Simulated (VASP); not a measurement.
# Cd (P6_3/mmc) in VASP: further runs

Runs on Cd. Level: PBE. Tasks: relaxation of shape and atoms at fixed volume, relaxation of cell and atoms.

Program: VASP 6.6.1. These are calculated values, not measurements. Logs are shortened: lines on timing, memory, paths and dates and some standing lists are left out, and cuts for length are marked.

### Step 1. The cell of the first run

Symmetry: P6_3/mmc, No. 194, hexagonal system. Conventional cell: a = 3.150 Å, b = 3.150 Å, c = 5.010 Å, α = 90.00°, β = 90.00°, γ = 120.00°. Cd (site symmetry -6m2) has 12 Cd at 3.10 to 3.15 Å within 4.1 Å.

### Step 2. Relaxation of shape and atoms at fixed volume, PBE

The input, INCAR:

```
PREC = Accurate ; ENCUT = 600
EDIFF = 1E-6 ; ISMEAR = -1
SIGMA = 0.08 ; LREAL = False
LASPH = True ; NELM = 100
ALGO = Normal ; ISIF = 4
LWAVE = False ; LCHARG = False
GGA = PE ; IBRION = 2
NSW = 50 ; EDIFFG = -0.005
```

The input, KPOINTS:

```
regular mesh
0
Gamma
  15 15 8
```

The input, POSCAR:

```
Cd
1.0
    3.1495138346      0.0000000000      0.0000000000
   -1.5747569173      2.7275589903      0.0000000000
    0.0000000000      0.0000000000      5.0095837919
Cd
2
Direct
    0.3333333333      0.6666666667      0.2500000000
    0.6666666667      0.3333333333      0.7500000000
```

Potentials or basis: VASP PAW PBE potentials, release 64 (Cd).

The run is started by

```bash
$ cat potpaw_PBE.64/Cd/POTCAR > POTCAR
$ mpirun -np 1 vasp_std > vasp.out
```

OUTCAR:

```text
PREC = Accurate
   ENCUT = 600
   EDIFF = 1E-6
   ISMEAR = -1
   LREAL = False
   LASPH = True
   NELM = 100
   ISIF = 4
   GGA = PE
   IBRION = 2
   NSW = 50
   EDIFFG = -0.005

 ion  position               nearest neighbor table
   1  0.333  0.667  0.250-   2 3.10   2 3.10   2 3.10   2 3.10   2 3.10   2 3.10
   2  0.667  0.333  0.750-   1 3.10   1 3.10   1 3.10   1 3.10   1 3.10   1 3.10

  LATTYP: Found a hexagonal cell.
 ALAT       =     3.1495138346
 C/A-ratio  =     1.5905895497

  Lattice vectors:

 A1 = (   3.1495138346,   0.0000000000,   0.0000000000)
 A2 = (  -1.5747569173,   2.7275589903,   0.0000000000)
 A3 = (   0.0000000000,   0.0000000000,   5.0095837919)

Analysis of symmetry for initial positions (statically):
=====================================================================
 Subroutine PRICEL returns:
 Original cell was already a primitive cell.

 Routine SETGRP: Setting up the symmetry group for a
 hexagonal supercell.

 Subroutine GETGRP returns: Found 24 space group operations
 (whereof 12 operations were pure point group operations)
 out of a pool of 24 trial point group operations.

The static configuration has the point symmetry D_3d.
 The point group associated with its full space group is D_6h.

Analysis of symmetry for dynamics (positions and initial velocities):
=====================================================================
 Subroutine PRICEL returns:
 Original cell was already a primitive cell.

 Routine SETGRP: Setting up the symmetry group for a
 hexagonal supercell.

 Subroutine GETGRP returns: Found 24 space group operations
 (whereof 12 operations were pure point group operations)
 out of a pool of 24 trial point group operations.

The dynamic configuration has the point symmetry D_3d.
 The point group associated with its full space group is D_6h.

 Subroutine INISYM returns: Found 24 space group operations
 (whereof 12 operations are pure point group operations),
 and found     1 'primitive' translations

----------------------------------------------------------------------------------------

                                     Primitive cell

  volume of cell :      43.0348

  direct lattice vectors                    reciprocal lattice vectors
     3.149513835  0.000000000  0.000000000     0.317509321  0.183314092  0.000000000
    -1.574756917  2.727558990  0.000000000     0.000000000  0.366628184  0.000000000
     0.000000000  0.000000000  5.009583792     0.000000000  0.000000000  0.199617382

  length of vectors
     3.149513835  3.149513835  5.009583792     0.366628184  0.366628184  0.199617382

  position of ions in fractional coordinates (direct lattice)
     0.333333333  0.666666667  0.250000000
     0.666666667  0.333333333  0.750000000

  ion indices of the primitive-cell ions
   primitive index   ion index
                 1           1
                 2           2

----------------------------------------------------------------------------------------

 KPOINTS: regular mesh

Automatic generation of k-mesh.
 Grid dimensions read from file:
 generate k-points for:   15   15    8

 Generating k-lattice:

  Cartesian coordinates                     Fractional coordinates (reciprocal lattice)
     0.021167288  0.012220939  0.000000000     0.066666667  0.000000000  0.000000000
     0.000000000  0.024441879  0.000000000     0.000000000  0.066666667  0.000000000
     0.000000000  0.000000000  0.024952173     0.000000000  0.000000000  0.125000000

  Length of vectors
     0.024441879  0.024441879  0.024952173

  Shift w.r.t. Gamma in fractional coordinates (k-lattice)
     0.000000000  0.000000000  0.000000000

 Subroutine IBZKPT returns following result:
 ===========================================

 Found    135 irreducible k-points:

 Following reciprocal coordinates:
            Coordinates               Weight
  0.000000  0.000000  0.000000      1.000000
  0.066667 -0.000000  0.000000      6.000000
  0.133333  0.000000  0.000000      6.000000
  0.200000  0.000000  0.000000      6.000000
  0.266667  0.000000  0.000000      6.000000
  0.333333 -0.000000  0.000000      6.000000
[... 16 lines left out ...]
  0.333333  0.200000  0.000000     12.000000
  0.400000  0.200000  0.000000      6.000000
 [... further k-points ...]
   k-points           NKPTS =    135   k-points in BZ     NKDIM =    135   number of bands    NBANDS=     16
   number of dos      NEDOS =    301   number of ions     NIONS =      2
   total plane-waves  NPLWV =  31360
   dimension x,y,z NGX =    28 NGY =   28 NGZ =   40
   dimension x,y,z NGXF=    56 NGYF=   56 NGZF=   80
   ions per type =               2
   NGX,Y,Z   is equivalent  to a cutoff of  14.78, 14.78, 13.27 a.u.
   NGXF,Y,Z  is equivalent  to a cutoff of  29.56, 29.56, 26.55 a.u.
 SYSTEM =  unknown system
   PREC   = accura    normal or accurate (medium, high low for compatibility)
   ISTART =      0    job   : 0-new  1-cont  2-samecut
   ICHARG =      2    charge: 1-file 2-atom 10-const
   ISPIN  =      1    spin polarized calculation?
   LNONCOLLINEAR =      F non collinear calculations
   LSORBIT =      F    spin-orbit coupling
   LASPH  =      T    aspherical Exc in radial PAW
   ENCUT  =  600.0 eV  44.10 Ry    6.64 a.u.   6.29  6.29 10.01*2*pi/ulx,y,z
   NELM   =    100;   NELMIN=  2; NELMDL= -5     # of ELM steps
   EDIFF  = 0.1E-05   stopping-criterion for ELM
   LREAL  =      F    real-space projection
   EDIFFG = -.5E-02   stopping-criterion for IOM
   NSW    =     50    number of steps for IOM
   IBRION =      2    ionic relax: 0-MD 1-quasi-New 2-CG
   NFREE  =      1    steps in history (QN), initial steepest desc. (CG)
   ISIF   =      4    stress and relaxation
   ISYM   =      2    0-nonsym 1-usesym 2-fastsym
   POTIM  = 0.5000    time-step for ionic-motion
   TEBEG  =    0.0;   TEEND  =   0.0 temperature during run
   PSTRESS=    0.0 pullay stress
   NELECT =      24.0000    total number of electrons
   NUPDOWN=      -1.0000    fix difference up-down
   EMIN   =  10.00;   EMAX   =-10.00  energy-range for DOS
   EFERMI =   0.00;   METHOD = LEGACY
   ISMEAR =    -1;   SIGMA  =   0.08  broadening in eV -4-tet -1-fermi 0-gaus
   EFERMI_NEDOS =   21; number of points for ismear=-14 and -15
   IALGO  =     38    algorithm
   IMIX   =      4    mixing-type and parameters
     AMIX     =   0.40;   BMIX     =  1.00
     AMIX_MAG =   1.60;   BMIX_MAG =  1.00
  volume/ion in A,a.u.               =      21.52       145.21
  Fermi-wavevector in a.u.,A,eV,Ry     =   1.347531  2.546465 24.706005  1.815840
  Thomas-Fermi vector in A             =   2.475274
   LORBIT       =      0    0 simple, 1 ext, 2 COOP (PROOUT), +10 PAW based schemes
   GGA     = PE    functional components
   LHFCALC =     F    Hartree Fock is set to
   AEXX    =    0.0000 exact exchange contribution
   IVDW    =     0    specifies the selected vdW correction
   LEPSILON=     F    determine dielectric tensor
   LRPA    =     F    only Hartree local field effects (RPA)
 conjugate gradient relaxation of ions
 non-spin polarized calculation
  energy-cutoff  :      600.00
  volume of cell :       43.03
 maximum number of plane-waves:      1454
 NGX is ok and might be reduce to    28
   NGX = 13   NGY = 13   NGZ = 21

--------------------------------------- Ionic step        1  -------------------------------------------

 number of electron      24.0000006 magnetization

 Free energy of the ion-electron system (eV)
  ---------------------------------------------------
  ext. energy  EPLUGINS =         0.00000000
  ---------------------------------------------------
  free energy    TOTEN  =        -1.45364696 eV

  energy without entropy =       -1.43988665  energy(sigma->0) =       -1.44676680

------------------------ aborting loop because EDIFF is reached ----------------------------------------

  FORCE on cell =-STRESS in cart. coord.  units (eV):
  Direction    XX          YY          ZZ          XY          YZ          ZX
  --------------------------------------------------------------------------------------
  -------------------------------------------------------------------------------------
  Total        0.7017876      0.7017876      0.7343694      0.0000000      0.0000000      0.0000000
  in kB       26.1274442     26.1274442     27.3404606      0.0000000      0.0000000      0.0000000
  external PRESSURE =      26.5317830 kB  Pullay stress =       0.0000000 kB
[... 57 lines left out ...]
  energy  without entropy=       -1.4398731651  energy(sigma->0) =       -1.44676729

--------------------------------------- Ionic step        3  -------------------------------------------

 number of electron      24.0000005 magnetization

 Free energy of the ion-electron system (eV)
  ---------------------------------------------------
  ext. energy  EPLUGINS =         0.00000000
  ---------------------------------------------------
  free energy    TOTEN  =        -1.45367788 eV

  energy without entropy =       -1.43980662  energy(sigma->0) =       -1.44674225

 E-fermi :   3.0803     XC(G=0): -11.0662

 val. band max:        3.0297664604   @ k =   0.4667  -0.0000   0.5000
 cond. band min:       3.1139713538   @ k =   0.3333   0.1333   0.0000
 fundamental gap:      0.0842048934
 Fermi energy:         3.0803291714

 k-point     1 :       0.0000    0.0000    0.0000
  band No.  band energies     occupation
      1      -6.7607      2.00000
      2      -6.2085      2.00000
      3      -6.1877      2.00000
      4      -6.1877      2.00000
      5      -6.0824      2.00000
      6      -6.0824      2.00000
[... 8 lines left out ...]
     15      15.2000      0.00000
     16      15.9796      0.00000
[... 420 lines left out ...]
  band No.  band energies     occupation
      1      -6.6975      2.00000
      2      -6.6160      2.00000
      3      -6.3686      2.00000
      4      -6.2418      2.00000
      5      -6.0407      2.00000
      6      -5.9039      2.00000
[... 8 lines left out ...]
     15       7.0621      0.00000
     16       7.7250      0.00000

 [... further k-points ...]
[... 5 lines left out ...]
  --------------------------------------------------------------------------------------
  -------------------------------------------------------------------------------------
  Total        0.7110425      0.7110425      0.7124503      0.0000000     -0.0000000      0.0000000
  in kB       26.4720039     26.4720039     26.5244161      0.0000000     -0.0000000      0.0000000
  external PRESSURE =      26.4894746 kB  Pullay stress =       0.0000000 kB
[... 17 lines left out ...]
  FREE ENERGIE OF THE ION-ELECTRON SYSTEM (eV)
  ---------------------------------------------------
  free  energy   TOTEN  =        -1.4536778766 eV

  energy  without entropy=       -1.4398066184  energy(sigma->0) =       -1.44674225

 reached required accuracy - stopping structural energy minimisation
```

It took 2 min on 1 thread of Intel Xeon Platinum 8259CL at 2.50GHz (Skylake/Cascade Lake), shared host; peak memory 0.24 GiB.

What came out:

| Quantity | Value |
| --- | --- |
| Free energy | -1.4537 eV |
| Energy gained by relaxing | 0.0 meV/atom |
| Ionic steps | 3 |
| Pressure after relaxing | 2.6 GPa |
| Band gap on the k mesh | zero (bands 12 and 13 overlap by 2.41 eV) |

Final structure:
```
CELL_PARAMETERS angstrom
3.14678 0.00000 0.00000
-1.57339 2.72519 0.00000
0.00000 0.00000 5.01831
ATOMIC_POSITIONS crystal
Cd 0.33333 0.66667 0.25000
Cd 0.66667 0.33333 0.75000
```

### Step 3. Relaxation of cell and atoms, PBE

This run uses another cell than the first one, of 23.11 Å³/atom.

The input, INCAR:

```
  PREC = Accurate
  ENCUT = 600
  EDIFF = 1E-6
  ISMEAR = -1
  SIGMA = 0.08
  LREAL = F
  LASPH = T
  NELM = 100
  ALGO = Normal
  ISIF = 3
  LWAVE = F
  LCHARG = F
  GGA = PE
  IBRION = 2
  NSW = 60
  EDIFFG = -0.005
```

KPOINTS is that of step 2.

The input, POSCAR:

```
Cd
1.0
    3.2055535732      0.0000000000      0.0000000000
   -1.6027767866      2.7760908276      0.0000000000
    0.0000000000      0.0000000000      5.1929967886
Cd
2
Direct
    0.3333333333      0.6666666667      0.2500000000
    0.6666666667      0.3333333333      0.7500000000
```

Potentials or basis: VASP PAW PBE potentials, release 64 (Cd).

The run is started by

```bash
$ cat potpaw_PBE.64/Cd/POTCAR > POTCAR
$ mpirun -np 1 vasp_std > vasp.out
```

OUTCAR:

```text
PREC = Accurate
   ENCUT = 600
   EDIFF = 1E-6
   ISMEAR = -1
   LREAL = F
   LASPH = T
   NELM = 100
   ISIF = 3
   GGA = PE
   IBRION = 2
   NSW = 60
   EDIFFG = -0.005

 ion  position               nearest neighbor table
   1  0.333  0.667  0.250-   2 3.19   2 3.19   2 3.19   2 3.19   2 3.19   2 3.19
   2  0.667  0.333  0.750-   1 3.19   1 3.19   1 3.19   1 3.19   1 3.19   1 3.19

  LATTYP: Found a hexagonal cell.
 ALAT       =     3.2055535732
 C/A-ratio  =     1.6200000000

  Lattice vectors:

 A1 = (   3.2055535732,   0.0000000000,   0.0000000000)
 A2 = (  -1.6027767866,   2.7760908276,   0.0000000000)
 A3 = (   0.0000000000,   0.0000000000,   5.1929967886)

Analysis of symmetry for initial positions (statically):
=====================================================================
 Subroutine PRICEL returns:
 Original cell was already a primitive cell.

 Routine SETGRP: Setting up the symmetry group for a
 hexagonal supercell.

 Subroutine GETGRP returns: Found 24 space group operations
 (whereof 12 operations were pure point group operations)
 out of a pool of 24 trial point group operations.

The static configuration has the point symmetry D_3d.
 The point group associated with its full space group is D_6h.

Analysis of symmetry for dynamics (positions and initial velocities):
[... 263 lines left out ...]
  free  energy   TOTEN  =        -1.4740983048 eV

  energy  without entropy=       -1.4586303737  energy(sigma->0) =       -1.46636434

[... ionic steps 4 to 20 ...]

--------------------------------------- Ionic step       21  -------------------------------------------

 number of electron      24.0000000 magnetization

------------------------ aborting loop because EDIFF is reached ----------------------------------------
[... 67 lines left out ...]
--------------------------------------- Ionic step       23  -------------------------------------------

 number of electron      24.0000000 magnetization

 Free energy of the ion-electron system (eV)
  ---------------------------------------------------
  ext. energy  EPLUGINS =         0.00000000
  ---------------------------------------------------
  free energy    TOTEN  =        -1.47451165 eV

  energy without entropy =       -1.46017388  energy(sigma->0) =       -1.46734277

 E-fermi :   2.6440     XC(G=0): -10.7715

 val. band max:        2.5768718866   @ k =   0.2667  -0.0000   0.0000
 cond. band min:       2.6549423118   @ k =   0.3333   0.2667   0.3750
 fundamental gap:      0.0780704253
 Fermi energy:         2.6440471403

 k-point     1 :       0.0000    0.0000    0.0000
  band No.  band energies     occupation
      1      -6.9324      2.00000
      2      -6.4557      2.00000
      3      -6.4426      2.00000
      4      -6.4426      2.00000
      5      -6.3496      2.00000
      6      -6.3496      2.00000
[... 433 lines left out ...]
      3      -6.5867      2.00000
      4      -6.4887      2.00000
      5      -6.3041      2.00000
      6      -6.1792      2.00000
[... 8 lines left out ...]
     15       6.5488      0.00000
     16       7.0643      0.00000

 [... further k-points ...]
[... 5 lines left out ...]
  --------------------------------------------------------------------------------------
  -------------------------------------------------------------------------------------
  Total       -0.0036041     -0.0036041     -0.0050821     -0.0000000     -0.0000000      0.0000000
  in kB       -0.1268943     -0.1268943     -0.1789328     -0.0000000     -0.0000000      0.0000000
  external PRESSURE =      -0.1442405 kB  Pullay stress =       0.0000000 kB
[... 17 lines left out ...]
  FREE ENERGIE OF THE ION-ELECTRON SYSTEM (eV)
  ---------------------------------------------------
  free  energy   TOTEN  =        -1.4745116549 eV

  energy  without entropy=       -1.4601738821  energy(sigma->0) =       -1.46734277

 reached required accuracy - stopping structural energy minimisation
```

CONTCAR:

```text
Cd
   1.00000000000000
     3.2089525728979731   -0.0000000000000001   -0.0000000000000000
    -1.6044762864489865    2.7790344476859508   -0.0000000000000001
     0.0000000000000000   -0.0000000000000002    5.1027863045946855
  Cd
     2
Direct
     0.3333333332999970    0.6666666667000030    0.2500000000000000
     0.6666666667000030    0.3333333332999970    0.7500000000000000

  0.00000000E+00  0.00000000E+00  0.00000000E+00
  0.00000000E+00  0.00000000E+00  0.00000000E+00
```

It took 14 min on 1 thread of Intel Xeon Platinum 8259CL at 2.50GHz (Skylake/Cascade Lake), shared host; peak memory 0.27 GiB.

What came out:

| Quantity | Value |
| --- | --- |
| Free energy | -1.4745 eV |
| Relaxed volume | 22.75 Å³/atom |
| Relaxed cell | a = 3.209 Å, b = 3.209 Å, c = 5.103 Å, α = 90.00°, β = 90.00°, γ = 120.00° |
| Space group after relaxing (to 0.1 Å) | P6_3/mmc (No. 194) |
| Energy gained by relaxing | 1.0 meV/atom |
| Ionic steps | 23 |
| Pressure after relaxing | 0.0 GPa |
| Band gap on the k mesh | zero (bands 12 and 13 overlap by 2.35 eV) |

The path:
| step | energy change (eV) | largest force (eV/Å) | pressure (GPa) | volume (Å³) |
| --- | --- | --- | --- | --- |
| 1 | 0.0000 | 0.0000 | -0.64 | 46.21 |
| 2 | -0.0015 | 0.0000 | -0.13 | 45.60 |
| 3 | -0.0015 | 0.0000 | -0.04 | 45.44 |
| 4 | -0.0015 | 0.0000 | 0.05 | 45.37 |
| 5 | -0.0015 | 0.0000 | 0.06 | 45.41 |
| 6 | -0.0015 | 0.0000 | 0.03 | 45.43 |
| 7 | -0.0016 | 0.0000 | -0.02 | 45.46 |
| 8 | -0.0016 | 0.0000 | -0.07 | 45.51 |
| 9 | -0.0016 | 0.0000 | -0.15 | 45.60 |
| 10 | -0.0016 | 0.0000 | -0.07 | 45.56 |
| 11 | -0.0016 | 0.0000 | -0.14 | 45.59 |
| 12 | -0.0016 | 0.0000 | -0.11 | 45.59 |
| 13 | -0.0016 | 0.0000 | -0.15 | 45.60 |
| 14 | -0.0017 | 0.0000 | -0.18 | 45.61 |
| 15 | -0.0018 | 0.0000 | -0.24 | 45.64 |
| 16 | -0.0018 | 0.0000 | -0.21 | 45.70 |
| 17 | -0.0018 | 0.0000 | -0.13 | 45.67 |
| 18 | -0.0018 | 0.0000 | -0.23 | 45.68 |
| 19 | -0.0019 | 0.0000 | -0.10 | 45.61 |
| 20 | -0.0019 | 0.0000 | -0.11 | 45.59 |
| 21 | -0.0019 | 0.0000 | -0.07 | 45.56 |
| 22 | -0.0019 | 0.0000 | -0.06 | 45.54 |
| 23 | -0.0020 | 0.0000 | -0.01 | 45.51 |

Final structure:
```cif
data_structure
_symmetry_space_group_name_H-M 'P 1'
_symmetry_Int_Tables_number 1
_cell_length_a 3.2090
_cell_length_b 3.2090
_cell_length_c 5.1028
_cell_angle_alpha 90.000
_cell_angle_beta 90.000
_cell_angle_gamma 120.000
_cell_volume 45.51
loop_
_atom_site_label
_atom_site_type_symbol
_atom_site_fract_x
_atom_site_fract_y
_atom_site_fract_z
_atom_site_occupancy
Cd1 Cd 0.33333 0.66667 0.25000 1
Cd2 Cd 0.66667 0.33333 0.75000 1
```

Levels at points of the mesh, in eV from the Fermi level:
| k point | band 10 | band 11 | band 12 | band 13 | band 14 | band 15 |
| --- | --- | --- | --- | --- | --- | --- |
| (0.00, 0.00, 0.00) | -8.43 | -8.43 | -2.12 | -1.17 | 11.61 | 11.61 |
| (0.00, 0.00, 0.50) | -8.58 | -6.86 | -6.86 | 6.46 | 6.46 | 12.85 |

The gap in the log of VASP goes by the Fermi energy; the results here count the filled bands.